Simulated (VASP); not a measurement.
# As (Im-3m) in VASP: notebook

Runs on As. Level: PBE. Tasks: single point.

Program: VASP 6.6.1. These are calculated values, not measurements. Logs are shortened: lines on timing, memory, paths and dates and some standing lists are left out, and cuts for length are marked.

**1. The cell of the first run**

Symmetry: Im-3m, No. 229, cubic system. Conventional cell: a = 3.224 Å, b = 3.224 Å, c = 3.224 Å, α = 90.00°, β = 90.00°, γ = 90.00°. As (site symmetry m-3m) has 14 As at 2.79 to 3.22 Å within 3.7 Å.

**2. Single point, PBE (volume scaled by 0.88)**

INCAR

```
SYSTEM = As
ALGO = Normal ; EDIFF = 1E-6
ENCUT = 520 ; GGA = PE
ISIF = 2 ; ISMEAR = -1
LASPH = .TRUE. ; LCHARG = .TRUE.
LELF = .TRUE. ; LREAL = .FALSE.
LVHAR = .TRUE. ; LWAVE = .FALSE.
NBANDS = 8 ; NELM = 60
PREC = Accurate ; SIGMA = 0.1
```

KPOINTS

```
k-points
0
G
  15 15 15
  0 0 0
```

POSCAR

```
As
1.0
   -1.6119506217      1.6119506217      1.6119506217
    1.6119506217     -1.6119506217      1.6119506217
    1.6119506217      1.6119506217     -1.6119506217
As
1
Direct
    0.0000000000      0.0000000000      0.0000000000
```

Potentials or basis: VASP PAW PBE potentials, release 64 (As).

Run with:

```bash
$ cat potpaw_PBE.64/As/POTCAR > POTCAR
$ mpirun -np 1 vasp_std > vasp.out
```

OUTCAR:

```text
SYSTEM = As
   EDIFF = 1E-6
   ENCUT = 520
   GGA = PE
   ISIF = 2
   ISMEAR = -1
   LASPH = .TRUE.
   LREAL = .FALSE.
   NELM = 60
   PREC = Accurate

 ion  position               nearest neighbor table
   1  0.000  0.000  0.000-

  LATTYP: Found a body centered cubic cell.
 ALAT       =     3.2239012434

  Lattice vectors:

 A1 = (  -1.6119506217,   1.6119506217,   1.6119506217)
 A2 = (   1.6119506217,  -1.6119506217,   1.6119506217)
 A3 = (   1.6119506217,   1.6119506217,  -1.6119506217)

Analysis of symmetry for initial positions (statically):
=====================================================================
 Subroutine PRICEL returns:
 Original cell was already a primitive cell.

 Routine SETGRP: Setting up the symmetry group for a
 body centered cubic supercell.

 Subroutine GETGRP returns: Found 48 space group operations
 (whereof 48 operations were pure point group operations)
 out of a pool of 48 trial point group operations.

The static configuration has the point symmetry O_h .

Analysis of symmetry for dynamics (positions and initial velocities):
=====================================================================
 Subroutine PRICEL returns:
 Original cell was already a primitive cell.

 Routine SETGRP: Setting up the symmetry group for a
 body centered cubic supercell.

 Subroutine GETGRP returns: Found 48 space group operations
 (whereof 48 operations were pure point group operations)
 out of a pool of 48 trial point group operations.

The dynamic configuration has the point symmetry O_h .

 Subroutine INISYM returns: Found 48 space group operations
 (whereof 48 operations are pure point group operations),
 and found     1 'primitive' translations

----------------------------------------------------------------------------------------

                                     Primitive cell

  volume of cell :      16.7539

  direct lattice vectors                    reciprocal lattice vectors
    -1.611950622  1.611950622  1.611950622     0.000000000  0.310183199  0.310183199
     1.611950622 -1.611950622  1.611950622     0.310183199  0.000000000  0.310183199
     1.611950622  1.611950622 -1.611950622     0.310183199  0.310183199  0.000000000

  length of vectors
     2.791980376  2.791980376  2.791980376     0.438665286  0.438665286  0.438665286

  position of ions in fractional coordinates (direct lattice)
     0.000000000  0.000000000  0.000000000

  ion indices of the primitive-cell ions
   primitive index   ion index
                 1           1

----------------------------------------------------------------------------------------

 KPOINTS: k-points

Automatic generation of k-mesh.
 Grid dimensions read from file:
 generate k-points for:   15   15   15

 Generating k-lattice:

  Cartesian coordinates                     Fractional coordinates (reciprocal lattice)
     0.000000000  0.020678880  0.020678880     0.066666667  0.000000000  0.000000000
     0.020678880  0.000000000  0.020678880     0.000000000  0.066666667  0.000000000
     0.020678880  0.020678880  0.000000000     0.000000000  0.000000000  0.066666667

  Length of vectors
     0.029244352  0.029244352  0.029244352

  Shift w.r.t. Gamma in fractional coordinates (k-lattice)
     0.000000000  0.000000000  0.000000000

 Subroutine IBZKPT returns following result:
 ===========================================

 Found    120 irreducible k-points:

 Following reciprocal coordinates:
            Coordinates               Weight
  0.000000  0.000000  0.000000      1.000000
  0.066667  0.000000  0.000000     12.000000
  0.133333  0.000000  0.000000     12.000000
  0.200000  0.000000  0.000000     12.000000
  0.266667  0.000000  0.000000     12.000000
  0.333333  0.000000  0.000000     12.000000
[... 16 lines left out ...]
  0.333333  0.200000  0.000000     48.000000
  0.400000  0.200000  0.000000     24.000000
 [... further k-points ...]
   k-points           NKPTS =    120   k-points in BZ     NKDIM =    120   number of bands    NBANDS=      8
   number of dos      NEDOS =    301   number of ions     NIONS =      1
   total plane-waves  NPLWV =  13824
   dimension x,y,z NGX =    24 NGY =   24 NGZ =   24
   dimension x,y,z NGXF=    48 NGYF=   48 NGZF=   48
   ions per type =               1
   NGX,Y,Z   is equivalent  to a cutoff of  14.29, 14.29, 14.29 a.u.
   NGXF,Y,Z  is equivalent  to a cutoff of  28.58, 28.58, 28.58 a.u.
 SYSTEM =  As
   PREC   = accura    normal or accurate (medium, high low for compatibility)
   ISTART =      0    job   : 0-new  1-cont  2-samecut
   ICHARG =      2    charge: 1-file 2-atom 10-const
   ISPIN  =      1    spin polarized calculation?
   LNONCOLLINEAR =      F non collinear calculations
   LSORBIT =      F    spin-orbit coupling
   LASPH  =      T    aspherical Exc in radial PAW
   ENCUT  =  520.0 eV  38.22 Ry    6.18 a.u.   5.19  5.19  5.19*2*pi/ulx,y,z
   NELM   =     60;   NELMIN=  2; NELMDL= -5     # of ELM steps
   EDIFF  = 0.1E-05   stopping-criterion for ELM
   LREAL  =      F    real-space projection
   EDIFFG = 0.1E-04   stopping-criterion for IOM
   NSW    =      0    number of steps for IOM
   IBRION =     -1    ionic relax: 0-MD 1-quasi-New 2-CG
   NFREE  =      0    steps in history (QN), initial steepest desc. (CG)
   ISIF   =      2    stress and relaxation
   ISYM   =      2    0-nonsym 1-usesym 2-fastsym
   POTIM  = 0.5000    time-step for ionic-motion
   TEBEG  =    0.0;   TEEND  =   0.0 temperature during run
   PSTRESS=    0.0 pullay stress
   NELECT =       5.0000    total number of electrons
   NUPDOWN=      -1.0000    fix difference up-down
   EMIN   =  10.00;   EMAX   =-10.00  energy-range for DOS
   EFERMI =   0.00;   METHOD = LEGACY
   ISMEAR =    -1;   SIGMA  =   0.10  broadening in eV -4-tet -1-fermi 0-gaus
   EFERMI_NEDOS =   21; number of points for ismear=-14 and -15
   IALGO  =     38    algorithm
   IMIX   =      4    mixing-type and parameters
     AMIX     =   0.40;   BMIX     =  1.00
     AMIX_MAG =   1.60;   BMIX_MAG =  1.00
  volume/ion in A,a.u.               =      16.75       113.06
  Fermi-wavevector in a.u.,A,eV,Ry     =   1.094023  2.067404 16.284626  1.196886
  Thomas-Fermi vector in A             =   2.230320
   LORBIT       =      0    0 simple, 1 ext, 2 COOP (PROOUT), +10 PAW based schemes
   GGA     = PE    functional components
   LHFCALC =     F    Hartree Fock is set to
   AEXX    =    0.0000 exact exchange contribution
   IVDW    =     0    specifies the selected vdW correction
   LEPSILON=     F    determine dielectric tensor
   LRPA    =     F    only Hartree local field effects (RPA)
 non-spin polarized calculation
  energy-cutoff  :      520.00
  volume of cell :       16.75
 maximum number of plane-waves:       466
 NGX is ok and might be reduce to    24
   NGX = 11   NGY = 11   NGZ = 11

 number of electron       5.0000000 magnetization

 Free energy of the ion-electron system (eV)
  ---------------------------------------------------
  ext. energy  EPLUGINS =         0.00000000
  ---------------------------------------------------
  free energy    TOTEN  =        -4.15207823 eV

  energy without entropy =       -4.13578039  energy(sigma->0) =       -4.14392931

 E-fermi :   7.9785     XC(G=0): -11.3466

 val. band max:        7.9776742091   @ k =   0.2667   0.1333   0.0667
 cond. band min:       8.0077455656   @ k =   0.2000   0.2000   0.0000
 fundamental gap:      0.0300713565
 Fermi energy:         7.9784686224

 k-point     1 :       0.0000    0.0000    0.0000
  band No.  band energies     occupation
      1      -8.2845      2.00000
      2      15.0365      0.00000
      3      15.0365      0.00000
      4      15.0365      0.00000
      5      21.6603      0.00000
      6      21.6603      0.00000
      7      21.6603      0.00000
      8      24.5727      0.00000

 k-point     2 :       0.0667    0.0000    0.0000
  band No.  band energies     occupation
      1      -8.1604      2.00000
      2      14.1397      0.00000
      3      14.6267      0.00000
      4      14.9428      0.00000
      5      21.0446      0.00000
      6      21.2785      0.00000
      7      22.2849      0.00000
      8      23.4429      0.00000

 k-point     3 :       0.1333    0.0000    0.0000
  band No.  band energies     occupation
      1      -7.7887      2.00000
      2      12.0593      0.00000
      3      13.7133      0.00000
      4      14.6755      0.00000
      5      19.9358      0.00000
      6      20.0106      0.00000
      7      23.3795      0.00000
      8      23.5523      0.00000

 k-point     4 :       0.2000    0.0000    0.0000
  band No.  band energies     occupation
      1      -7.1721      2.00000
      2       9.5657      0.00000
      3      12.7067      0.00000
      4      14.2828      0.00000
      5      18.7578      0.00000
      6      18.8759      0.00000
      7      23.3660      0.00000
      8      24.1303      0.00000

 k-point     5 :       0.2667    0.0000    0.0000
  band No.  band energies     occupation
      1      -6.3172      2.00000
      2       7.0288      1.99985
      3      11.8025      0.00000
      4      13.8444      0.00000
      5      17.7583      0.00000
      6      17.9912      0.00000
      7      23.8005      0.00000
      8      24.9284      0.00000
[... 177 lines left out ...]
 k-point    22 :       0.2667    0.2000   -0.0000
  band No.  band energies     occupation
      1      -3.8592      2.00000
      2       3.9667      2.00000
      3       6.8331      1.99998
      4      11.7104      0.00000
      5      18.5174      0.00000
      6      20.6970      0.00000
      7      24.5614      0.00000
      8      27.0020      0.00000

 k-point    23 :       0.3333    0.2000    0.0000
  band No.  band energies     occupation
      1      -2.6549      2.00000
      2       2.2857      2.00000
      3       6.2526      2.00000
      4      11.4215      0.00000
      5      18.3377      0.00000
      6      21.4228      0.00000
      7      24.5735      0.00000
      8      26.3830      0.00000

 k-point    24 :       0.4000    0.2000    0.0000
  band No.  band energies     occupation
      1      -1.9662      2.00000
      2       1.4173      2.00000
      3       6.0760      2.00000
      4      11.3231      0.00000
      5      18.2639      0.00000
      6      21.7892      0.00000
      7      24.9129      0.00000
      8      25.4499      0.00000

 [... further k-points ...]

------------------------ aborting loop because EDIFF is reached ----------------------------------------

  FORCE on cell =-STRESS in cart. coord.  units (eV):
  Direction    XX          YY          ZZ          XY          YZ          ZX
  --------------------------------------------------------------------------------------
  -------------------------------------------------------------------------------------
  Total        1.4512387      1.4512387      1.4512387      0.0000000     -0.0000000      0.0000000
  in kB      138.7823545    138.7823545    138.7823545      0.0000000     -0.0000000      0.0000000
  external PRESSURE =     138.7823545 kB  Pullay stress =       0.0000000 kB

 VOLUME and BASIS-vectors are now :
 -----------------------------------------------------------------------------
  energy-cutoff  :      520.00
  volume of cell :       16.75
      direct lattice vectors                 reciprocal lattice vectors
    -1.611950622  1.611950622  1.611950622     0.000000000  0.310183199  0.310183199
     1.611950622 -1.611950622  1.611950622     0.310183199  0.000000000  0.310183199
     1.611950622  1.611950622 -1.611950622     0.310183199  0.310183199  0.000000000

 POSITION                                       TOTAL-FORCE (eV/Angst)
 -----------------------------------------------------------------------------------
      0.00000      0.00000      0.00000         0.000000      0.000000     -0.000000
 -----------------------------------------------------------------------------------
    total drift:                                0.000000     -0.000000      0.000000

  FREE ENERGIE OF THE ION-ELECTRON SYSTEM (eV)
  ---------------------------------------------------
  free  energy   TOTEN  =        -4.1520782300 eV

  energy  without entropy=       -4.1357803864  energy(sigma->0) =       -4.14392931
```

It took 4.7 s on 1 thread of Intel Xeon 6975P-C, shared host; peak memory 0.14 GiB.

What came out:

* Free energy: -4.1521 eV
* Pressure: 13.9 GPa

**3. Single point, PBE (volume scaled by 0.92)**

INCAR

```
PREC = Accurate
ENCUT = 520
EDIFF = 1E-6
ISMEAR = -1
SIGMA = 0.1
LREAL = False
LASPH = True
NELM = 100
ALGO = Normal
ISIF = 2
LWAVE = False
LCHARG = False
GGA = PE
NBANDS = 8
```

KPOINTS

```
Automatic mesh
0
Gamma
  15 15 15
```

POSCAR

```
As
1.0
   -1.6360131337      1.6360131337      1.6360131337
    1.6360131337     -1.6360131337      1.6360131337
    1.6360131337      1.6360131337     -1.6360131337
As
1
Direct
    0.0000000000      0.0000000000      0.0000000000
```

Potentials or basis: VASP PAW PBE potentials, release 64 (As).

Run with:

```bash
$ cat potpaw_PBE.64/As/POTCAR > POTCAR
$ mpirun -np 1 vasp_std > vasp.out
```

OUTCAR:

```text
PREC = Accurate
   ENCUT = 520
   EDIFF = 1E-6
   ISMEAR = -1
   LREAL = False
   LASPH = True
   NELM = 100
   ISIF = 2
   GGA = PE

 ion  position               nearest neighbor table
   1  0.000  0.000  0.000-

  LATTYP: Found a body centered cubic cell.
 ALAT       =     3.2720262674

  Lattice vectors:

 A1 = (  -1.6360131337,   1.6360131337,   1.6360131337)
 A2 = (   1.6360131337,  -1.6360131337,   1.6360131337)
[... 434 lines left out ...]
 k-point    24 :       0.4000    0.2000    0.0000
  band No.  band energies     occupation
      1      -2.4539      2.00000
      2       1.1791      2.00000
      3       5.6209      2.00000
      4      10.6528      0.00000
      5      17.4574      0.00000
      6      20.8630      0.00000
      7      24.0220      0.00000
      8      24.5378      0.00000

 [... further k-points ...]
[... 5 lines left out ...]
  --------------------------------------------------------------------------------------
  -------------------------------------------------------------------------------------
  Total        0.8900389      0.8900389      0.8900389      0.0000000      0.0000000      0.0000000
  in kB       81.4140284     81.4140284     81.4140284      0.0000000      0.0000000      0.0000000
  external PRESSURE =      81.4140284 kB  Pullay stress =       0.0000000 kB

 VOLUME and BASIS-vectors are now :
 -----------------------------------------------------------------------------
  energy-cutoff  :      520.00
  volume of cell :       17.52
      direct lattice vectors                 reciprocal lattice vectors
    -1.636013134  1.636013134  1.636013134     0.000000000  0.305621018  0.305621018
     1.636013134 -1.636013134  1.636013134     0.305621018  0.000000000  0.305621018
     1.636013134  1.636013134 -1.636013134     0.305621018  0.305621018  0.000000000

 POSITION                                       TOTAL-FORCE (eV/Angst)
 -----------------------------------------------------------------------------------
      0.00000      0.00000      0.00000        -0.000000     -0.000000      0.000000
 -----------------------------------------------------------------------------------
    total drift:                                0.000000      0.000000     -0.000000

  FREE ENERGIE OF THE ION-ELECTRON SYSTEM (eV)
  ---------------------------------------------------
  free  energy   TOTEN  =        -4.2039365890 eV

  energy  without entropy=       -4.1864923146  energy(sigma->0) =       -4.19521445
```

OSZICAR:

```text
N       E                     dE             d eps       ncg     rms          rms(c)
DAV:   1     0.201781985169E+01    0.20178E+01   -0.22661E+03  1920   0.485E+02
DAV:   2    -0.415524748234E+01   -0.61731E+01   -0.59371E+01  2672   0.493E+01
DAV:   3    -0.420715135111E+01   -0.51904E-01   -0.51843E-01  2216   0.483E+00
DAV:   4    -0.420717858699E+01   -0.27236E-04   -0.27235E-04  2952   0.127E-01
DAV:   5    -0.420717859220E+01   -0.52101E-08   -0.54085E-08  2248   0.118E-03    0.216E+00
DAV:   6    -0.420493187494E+01    0.22467E-02   -0.15559E-03  2384   0.213E-01    0.127E+00
DAV:   7    -0.420392198223E+01    0.10099E-02   -0.31880E-03  2264   0.303E-01    0.437E-02
DAV:   8    -0.420393650250E+01   -0.14520E-04   -0.34999E-05  2360   0.459E-02    0.552E-03
DAV:   9    -0.420393658897E+01   -0.86464E-07   -0.27574E-07  2536   0.417E-03
   1 F= -.42039366E+01 E0= -.41952145E+01  d E =-.174443E-01
```

It took 4.7 s on 1 thread of Intel Xeon 6975P-C, shared host; peak memory 0.14 GiB.

Results:

```yaml
Free_energy: -4.2039 eV
Pressure: 8.1 GPa
```

**4. Single point, PBE (volume scaled by 0.96)**

INCAR

```
SYSTEM = As
PREC = Accurate
ENCUT = 520
EDIFF = 1E-6
ISMEAR = -1
SIGMA = 0.1
LREAL = .False.
LASPH = .True.
NELM = 100
ALGO = Normal
ISIF = 2
LWAVE = .False.
LCHARG = .False.
GGA = PE
NBANDS = 8
```

KPOINTS

```
Automatic mesh
0
Gamma
  15 15 15
  0 0 0
```

POSCAR

```
As
1.0
   -1.6593879079      1.6593879079      1.6593879079
    1.6593879079     -1.6593879079      1.6593879079
    1.6593879079      1.6593879079     -1.6593879079
As
1
Direct
    0.0000000000      0.0000000000      0.0000000000
```

Run with:

```bash
$ cat potpaw_PBE.64/As/POTCAR > POTCAR
$ mpirun -np 1 vasp_std > vasp.out
```

Wall time 5 s (1 thread of Intel Xeon 6975P-C, shared host); peak memory 0.14 GiB.

It converged, with:

```yaml
Free_energy: -4.2314 eV
Pressure: 3.6 GPa
```

Levels at points of the mesh, in eV from the Fermi level:
| k point | band 1 | band 2 | band 3 | band 4 | band 5 | band 6 |
| --- | --- | --- | --- | --- | --- | --- |
| (0.00, 0.00, 0.00) | -15.43 | 6.25 | 6.25 | 6.25 | 13.24 | 13.24 |

**5. Overview**

```tsv
cell	gap on the mesh (eV)	pressure (GPa)
a = 2.792 Å, angles 109.5°, 1 atom	none	13.9
a = 2.834 Å, angles 109.5°, 1 atom	none	8.1
a = 2.874 Å, angles 109.5°, 1 atom	none	3.6
```

Alike in all rows: task single point; level PBE; potentials or basis VASP PAW PBE potentials, release 64 (As); no spin polarisation; k mesh 15 × 15 × 15; cutoff (eV) 520; smearing fermi-dirac 0.1 eV.

Absolute energies hang on the potentials; compare differences alone.
